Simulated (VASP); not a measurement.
# AlP (F-43m) in VASP: density of states with PBE

Aim: the density of states of AlP with PBE.

Program: VASP 6.6.1. These are calculated values, not measurements. Logs are shortened: lines on timing, memory, paths and dates and some standing lists are left out, and cuts for length are marked.

## 1. The cell of the first run

It takes space group F-43m (No. 216, cubic). Conventional cell: a = 5.428 Å, b = 5.428 Å, c = 5.428 Å, α = 90.00°, β = 90.00°, γ = 90.00°. Al (site symmetry -43m) has 4 P at 2.35 Å within 3.1 Å. P (site symmetry -43m) has 4 Al at 2.35 Å within 3.1 Å.

## 2. Density of states, PBE

POSCAR

```
AlP
1.0
    0.0000000000      2.7139530000      2.7139530000
    2.7139530000      0.0000000000      2.7139530000
    2.7139530000      2.7139530000      0.0000000000
Al P
1 1
Direct
    0.0000000000      0.0000000000      0.0000000000
    0.2500000000      0.2500000000      0.2500000000
```

INCAR.step1

```
SYSTEM = AlP
ALGO = Normal
EDIFF = 1E-6
ENCUT = 400
GGA = PE
GGA_COMPAT = .False.
ISIF = 2
ISMEAR = -1
LASPH = .True.
LCHARG = .True.
LORBIT = 11
LREAL = .False.
LWAVE = .False.
NBANDS = 11
NEDOS = 2001
NELM = 120
PREC = Accurate
SIGMA = 0.1
```

KPOINTS.step1

```
k-points
0
Gamma
  8 8 8
  0 0 0
```

INCAR.step2

```
SYSTEM = AlP
ALGO = Normal
EDIFF = 1E-6
ENCUT = 400
GGA = PE
GGA_COMPAT = .False.
ICHARG = 11
ISIF = 2
ISMEAR = -5
LASPH = .True.
LCHARG = .False.
LORBIT = 10
LREAL = .False.
LWAVE = .False.
NEDOS = 1001
NELM = 120
PREC = Accurate
SIGMA = 0.1
```

KPOINTS.step2

```
k-points
0
Gamma
  12 12 12
  0 0 0
```

Potentials or basis: VASP PAW PBE potentials, release 64 (Al, P).

Command:

```sh
$ cat potpaw_PBE.64/Al/POTCAR potpaw_PBE.64/P/POTCAR > POTCAR
$ cp INCAR.step1 INCAR
$ cp KPOINTS.step1 KPOINTS
$ mpirun -np 1 vasp_std > vasp.out
$ cp INCAR.step2 INCAR
$ cp KPOINTS.step2 KPOINTS
$ mpirun -np 1 vasp_std > vasp.out
```

OUTCAR:

```text
SYSTEM = AlP
   EDIFF = 1E-6
   ENCUT = 400
   GGA = PE
   ICHARG = 11
   ISIF = 2
   ISMEAR = -5
   LASPH = .True.
   LORBIT = 10
   LREAL = .False.
   NELM = 120
   PREC = Accurate

 ion  position               nearest neighbor table
   1  0.000  0.000  0.000-   2 2.35   2 2.35   2 2.35   2 2.35
   2  0.250  0.250  0.250-   1 2.35   1 2.35   1 2.35   1 2.35

  LATTYP: Found a face centered cubic cell.
 ALAT       =     5.4279060000

  Lattice vectors:

 A1 = (   0.0000000000,   2.7139530000,   2.7139530000)
 A2 = (   2.7139530000,   0.0000000000,   2.7139530000)
 A3 = (   2.7139530000,   2.7139530000,   0.0000000000)

Analysis of symmetry for initial positions (statically):
=====================================================================
 Subroutine PRICEL returns:
 Original cell was already a primitive cell.

 Routine SETGRP: Setting up the symmetry group for a
 face centered cubic supercell.

 Subroutine GETGRP returns: Found 24 space group operations
 (whereof 24 operations were pure point group operations)
 out of a pool of 48 trial point group operations.

The static configuration has the point symmetry T_d .

Analysis of symmetry for dynamics (positions and initial velocities):
=====================================================================
 Subroutine PRICEL returns:
 Original cell was already a primitive cell.

 Routine SETGRP: Setting up the symmetry group for a
 face centered cubic supercell.

 Subroutine GETGRP returns: Found 24 space group operations
 (whereof 24 operations were pure point group operations)
 out of a pool of 48 trial point group operations.

The dynamic configuration has the point symmetry T_d .

 Subroutine INISYM returns: Found 24 space group operations
 (whereof 24 operations are pure point group operations),
 and found     1 'primitive' translations

----------------------------------------------------------------------------------------

                                     Primitive cell

  volume of cell :      39.9795

  direct lattice vectors                    reciprocal lattice vectors
     0.000000000  2.713953000  2.713953000    -0.184233109  0.184233109  0.184233109
     2.713953000  0.000000000  2.713953000     0.184233109 -0.184233109  0.184233109
     2.713953000  2.713953000  0.000000000     0.184233109  0.184233109 -0.184233109

  length of vectors
     3.838109140  3.838109140  3.838109140     0.319101106  0.319101106  0.319101106

  position of ions in fractional coordinates (direct lattice)
     0.000000000  0.000000000  0.000000000
     0.250000000  0.250000000  0.250000000

  ion indices of the primitive-cell ions
   primitive index   ion index
                 1           1
                 2           2

----------------------------------------------------------------------------------------

 KPOINTS: k-points

Automatic generation of k-mesh.
 Grid dimensions read from file:
 generate k-points for:   12   12   12

 Generating k-lattice:

  Cartesian coordinates                     Fractional coordinates (reciprocal lattice)
    -0.015352759  0.015352759  0.015352759     0.083333333  0.000000000  0.000000000
     0.015352759 -0.015352759  0.015352759     0.000000000  0.083333333  0.000000000
     0.015352759  0.015352759 -0.015352759     0.000000000  0.000000000  0.083333333

  Length of vectors
     0.026591759  0.026591759  0.026591759

  Shift w.r.t. Gamma in fractional coordinates (k-lattice)
     0.000000000  0.000000000  0.000000000

 TETIRR: Found    247 inequivalent tetrahedra from    10368

 Subroutine IBZKPT returns following result:
 ===========================================

 Found     72 irreducible k-points:

 Following reciprocal coordinates:
            Coordinates               Weight
  0.000000  0.000000  0.000000      1.000000
  0.083333  0.000000  0.000000      8.000000
  0.166667  0.000000  0.000000      8.000000
  0.250000  0.000000  0.000000      8.000000
  0.333333  0.000000  0.000000      8.000000
  0.416667  0.000000  0.000000      8.000000
[... 16 lines left out ...]
  0.500000  0.166667  0.000000     24.000000
 -0.416667  0.166667  0.000000     24.000000
 [... further k-points ...]
   k-points           NKPTS =     72   k-points in BZ     NKDIM =     72   number of bands    NBANDS=      8
   number of dos      NEDOS =   1001   number of ions     NIONS =      2
   total plane-waves  NPLWV =  21952
   dimension x,y,z NGX =    28 NGY =   28 NGZ =   28
   dimension x,y,z NGXF=    56 NGYF=   56 NGZF=   56
   ions per type =               1   1
   NGX,Y,Z   is equivalent  to a cutoff of  12.13, 12.13, 12.13 a.u.
   NGXF,Y,Z  is equivalent  to a cutoff of  24.26, 24.26, 24.26 a.u.
 SYSTEM =  AlP
   PREC   = accura    normal or accurate (medium, high low for compatibility)
   ISTART =      0    job   : 0-new  1-cont  2-samecut
   ICHARG =     11    charge: 1-file 2-atom 10-const
   ISPIN  =      1    spin polarized calculation?
   LNONCOLLINEAR =      F non collinear calculations
   LSORBIT =      F    spin-orbit coupling
   LASPH  =      T    aspherical Exc in radial PAW
   ENCUT  =  400.0 eV  29.40 Ry    5.42 a.u.   6.26  6.26  6.26*2*pi/ulx,y,z
   NELM   =    120;   NELMIN=  2; NELMDL=  0     # of ELM steps
   EDIFF  = 0.1E-05   stopping-criterion for ELM
   LREAL  =      F    real-space projection
   EDIFFG = 0.1E-04   stopping-criterion for IOM
   NSW    =      0    number of steps for IOM
   IBRION =     -1    ionic relax: 0-MD 1-quasi-New 2-CG
   NFREE  =      0    steps in history (QN), initial steepest desc. (CG)
   ISIF   =      2    stress and relaxation
   ISYM   =      2    0-nonsym 1-usesym 2-fastsym
   POTIM  = 0.5000    time-step for ionic-motion
   TEBEG  =    0.0;   TEEND  =   0.0 temperature during run
   PSTRESS=    0.0 pullay stress
   NELECT =       8.0000    total number of electrons
   NUPDOWN=      -1.0000    fix difference up-down
   EMIN   =  10.00;   EMAX   =-10.00  energy-range for DOS
   EFERMI =   0.00;   METHOD = LEGACY
   ISMEAR =    -5;   SIGMA  =   0.10  broadening in eV -4-tet -1-fermi 0-gaus
   EFERMI_NEDOS =   21; number of points for ismear=-14 and -15
   IALGO  =     38    algorithm
   IMIX   =      4    mixing-type and parameters
     AMIX     =   0.40;   BMIX     =  1.00
     AMIX_MAG =   1.60;   BMIX_MAG =  1.00
  volume/ion in A,a.u.               =      19.99       134.90
  Fermi-wavevector in a.u.,A,eV,Ry     =   0.957545  1.809498 12.475078  0.916892
  Thomas-Fermi vector in A             =   2.086573
   LORBIT       =     10    0 simple, 1 ext, 2 COOP (PROOUT), +10 PAW based schemes
   GGA     = PE    functional components
   LHFCALC =     F    Hartree Fock is set to
   AEXX    =    0.0000 exact exchange contribution
   IVDW    =     0    specifies the selected vdW correction
   LEPSILON=     F    determine dielectric tensor
   LRPA    =     F    only Hartree local field effects (RPA)
 non-spin polarized calculation
 Fermi weights with tetrahedron method with Bloechl corrections
  energy-cutoff  :      400.00
  volume of cell :       39.98
 maximum number of plane-waves:       745
 NGX is ok and might be reduce to    28

 number of electron       8.0000000 magnetization

 Free energy of the ion-electron system (eV)
  ---------------------------------------------------
  ext. energy  EPLUGINS =         0.00000000
  ---------------------------------------------------
  free energy    TOTEN  =       -10.35687475 eV

  energy without entropy =      -10.35687475  energy(sigma->0) =      -10.35687475

 E-fermi :   4.7597     XC(G=0):  -9.2778

 val. band max:        4.7442323099   @ k =   0.0000   0.0000   0.0000
 cond. band min:       6.2876755587   @ k =   0.5000   0.5000   0.0000
 fundamental gap:      1.5434432488
 Fermi energy:         4.7596684463

 k-point     1 :       0.0000    0.0000    0.0000
  band No.  band energies     occupation
      1      -6.8637      2.00000
      2       4.7442      2.00000
      3       4.7442      2.00000
      4       4.7442      2.00000
      5       8.2022      0.00000
      6       9.3304      0.00000
      7       9.3304      0.00000
      8       9.3304      0.00000

 k-point     2 :       0.0833    0.0000    0.0000
  band No.  band energies     occupation
      1      -6.7850      2.00000
      2       4.1125      2.00000
      3       4.6728      2.00000
      4       4.6728      2.00000
      5       8.5258      0.00000
      6       9.4715      0.00000
      7       9.4715      0.00000
      8       9.4995      0.00000

 k-point     3 :       0.1667    0.0000    0.0000
  band No.  band energies     occupation
      1      -6.5544      2.00000
      2       2.8603      2.00000
      3       4.4980      2.00000
      4       4.4980      2.00000
      5       8.4567      0.00000
      6       9.7712      0.00000
      7       9.7712      0.00000
      8      10.5086      0.00000

 k-point     4 :       0.2500    0.0000    0.0000
  band No.  band energies     occupation
      1      -6.1920      2.00000
      2       1.5389      2.00000
      3       4.2950      2.00000
      4       4.2951      2.00000
      5       8.1444      0.00000
      6       9.9211      0.00000
      7       9.9211      0.00000
      8      11.7973      0.00000

 k-point     5 :       0.3333    0.0000    0.0000
  band No.  band energies     occupation
      1      -5.7462      2.00000
      2       0.3559      2.00000
      3       4.1218      2.00000
      4       4.1218      2.00000
      5       7.8664      0.00000
      6       9.8072      0.00000
      7       9.8072      0.00000
      8      12.7749      0.00000
[... 177 lines left out ...]
 k-point    22 :       0.4167    0.1667    0.0000
  band No.  band energies     occupation
      1      -5.3622      2.00000
      2       0.1463      2.00000
      3       3.0215      2.00000
      4       3.4811      2.00000
      5       8.0780      0.00000
      6       9.9824      0.00000
      7      10.9837      0.00000
      8      11.0386      0.00000

 k-point    23 :       0.5000    0.1667    0.0000
  band No.  band energies     occupation
      1      -5.0188      2.00000
      2      -0.4974      2.00000
      3       2.7161      2.00000
      4       3.5256      2.00000
      5       8.0822      0.00000
      6       9.8791      0.00000
      7      10.7053      0.00000
      8      12.2213      0.00000

 k-point    24 :      -0.4167    0.1667    0.0000
  band No.  band energies     occupation
      1      -4.9633      2.00000
      2      -0.5899      2.00000
      3       2.5253      2.00000
      4       3.6758      2.00000
      5       8.2350      0.00000
      6       9.8366      0.00000
      7      10.5065      0.00000
      8      13.1444      0.00000

 [... further k-points ...]
[... 5 lines left out ...]
  --------------------------------------------------------------------------------------
  -------------------------------------------------------------------------------------
  Total        0.9572377      0.9572377      0.9572377      0.0000000     -0.0000000     -0.0000000
  in kB       38.3613080     38.3613080     38.3613080      0.0000000     -0.0000000     -0.0000000
  external PRESSURE =      38.3613080 kB  Pullay stress =       0.0000000 kB

 VOLUME and BASIS-vectors are now :
 -----------------------------------------------------------------------------
  energy-cutoff  :      400.00
  volume of cell :       39.98
      direct lattice vectors                 reciprocal lattice vectors
     0.000000000  2.713953000  2.713953000    -0.184233109  0.184233109  0.184233109
     2.713953000  0.000000000  2.713953000     0.184233109 -0.184233109  0.184233109
     2.713953000  2.713953000  0.000000000     0.184233109  0.184233109 -0.184233109

 POSITION                                       TOTAL-FORCE (eV/Angst)
 -----------------------------------------------------------------------------------
      0.00000      0.00000      0.00000        -0.000000     -0.000000     -0.000000
      1.35698      1.35698      1.35698         0.000000      0.000000      0.000000
 -----------------------------------------------------------------------------------
    total drift:                                0.000000      0.000000      0.000000

  FREE ENERGIE OF THE ION-ELECTRON SYSTEM (eV)
  ---------------------------------------------------
  free  energy   TOTEN  =       -10.3568747511 eV

  energy  without entropy=      -10.3568747511  energy(sigma->0) =      -10.35687475

 total charge

# of ion       s       p       d       tot
------------------------------------------
    1        0.397   0.393   0.000   0.790
    2        1.010   1.609   0.000   2.619
--------------------------------------------------
tot          1.407   2.002   0.000   3.409
```

Run time: 43 s. Hardware: 1 thread of AMD EPYC 7R13, shared host; peak memory 0.12 GiB.

Results:

```yaml
Valence_electrons_inside_the_program's_atomic_spheres: Al 0.79; P 2.62
```

Levels at points of the mesh, in eV from the valence-band top:
```tsv
k point	band 1	band 2	band 3	band 4	band 5	band 6	band 7	band 8
(0.00, 0.00, 0.00)	-11.61	0.00	0.00	0.00	3.46	4.59	4.59	4.59
(0.50, 0.00, 0.00)	-9.88	-5.61	-0.77	-0.77	2.88	4.82	4.82	8.32
(0.50, 0.50, 0.00)	-9.20	-5.37	-2.14	-2.14	1.54	2.46	11.23	11.24
```
